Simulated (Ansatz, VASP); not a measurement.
ReSb in VASP and in Ansatz

Contents of INCAR:

```
SYSTEM = ReSb
ALGO = Normal ; EDIFF = 1E-7
ENCUT = 520 ; GGA = PE
ISIF = 2 ; ISMEAR = -1
LASPH = .TRUE. ; LCHARG = .FALSE.
LREAL = .FALSE. ; LWAVE = .FALSE.
NBANDS = 13 ; NELM = 100
PREC = Accurate ; SIGMA = 0.08
```

Contents of KPOINTS:

```
k-points
0
G
  12 12 12
  0 0 0
```

Contents of POSCAR:

```
ReSb
1.0
    0.0000000000      2.7498431179      2.7498431179
    2.7498431179      0.0000000000      2.7498431179
    2.7498431179      2.7498431179      0.0000000000
Re Sb
1 1
Direct
    0.0000000000      0.0000000000      0.0000000000
    0.2500000000      0.2500000000      0.2500000000
```

Input for Ansatz:

```yaml
crystal:
  lattice:
    - [0.0, 2.7498431179, 2.7498431179]
    - [2.7498431179, 0.0, 2.7498431179]
    - [2.7498431179, 2.7498431179, 0.0]
  atoms:
    - { symbol: Re, position: [0.0, 0.0, 0.0] }
    - { symbol: Sb, position: [0.25, 0.25, 0.25] }
kpoints:
  mp_grid: { grid: [12, 12, 12] }
  band_path:
    path:
      - [0.0, 0.0, 0.0]
      - [-0.5, -0.5, 0.0]
      - [-0.375, -0.375, 0.25]
      - [-0.375, 0.0, 0.375]
      - [0.0, 0.0, 0.0]
      - [0.0, 0.0, 0.5]
      - [-0.5, -0.25, 0.25]
      - [-0.5, -0.5, 0.0]
    npoints: 8
scf:
  occupations: { method: fermi_dirac, width: 0.08 }
hamiltonian:
  xc: pbe
  pseudopotentials: { kind: all_electron, lapw: { basis_error: 0.001 } }
output:
  forces: true
  stress: true
  eigenvalues: true
  populations: true
  dos: { projected: true, de: 0.2, e_range: [-14, 8] }
```

Change from the starting cell: volume scaled by 0.76, LAPW.

Alike in both runs: task single point; functional PBE; k mesh 12 × 12 × 12; occupations fermi-dirac, width 0.08 eV; no spin polarisation.

|  | VASP | Ansatz |
| --- | --- | --- |
| version | VASP 6.6.1 | Ansatz 0.2.0 |
| potentials or method | VASP PAW PBE potentials, release 64 (Re, Sb), cutoff 520 eV | all-electron LAPW, scalar-relativistic |

Ansatz gave:

| Quantity | Value |
| --- | --- |
| pressure (GPa) | 49.2 |

**Question.** Estimate VASP's values.

**Answer.** Pressure (GPa): 48.9.

Both programs put the cell under a high pressure, so it lies far from rest at this level. Ansatz ran all-electron here, and VASP with PAW potentials.

Neither program's run includes spin-orbit coupling.
